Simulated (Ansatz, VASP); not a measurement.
**Two plane-wave programs on GaO**

```
Ga O
1.0
     3.06982    0.00000    0.00000
    -1.53491    2.65854    0.00000
     0.00000    0.00000   12.87211
Ga O
4 4
Direct
  0.33333 0.66667 0.15386
  0.66667 0.33333 0.65386
  0.33333 0.66667 0.34614
  0.66667 0.33333 0.84614
  0.33333 0.66667 0.59796
  0.66667 0.33333 0.09796
  0.33333 0.66667 0.90204
  0.66667 0.33333 0.40204
```

Alike in both runs: functional PBEsol; k mesh 12 × 12 × 2; no spin polarisation.

Ansatz relaxed the structure, and its values are those at the end. VASP's run is a single point on that final structure, the one shown.

|  | VASP | Ansatz |
| --- | --- | --- |
| version | VASP 6.6.1 | Ansatz 0.2.0 |
| potentials or method | VASP PAW PBE potentials, release 64 (Ga_d, O), cutoff 520 eV | scalar-relativistic, plane waves, PAW |
| occupations | gaussian, width 0.01 eV | fixed |
| valence electrons in the cell | 76 | 76 |

```csv
,VASP,Ansatz,Ansatz less VASP
gap on the k mesh at the Fermi level (eV),1.10,1.10,+0.006
least direct gap on the mesh (eV),1.11,1.12,+0.005
pressure (GPa),0.2,0.0,-0.16
rms of the force components (eV/Å),0.009,0.000,-0.0089
```

VASP's potentials were made for PBE, not for PBEsol.
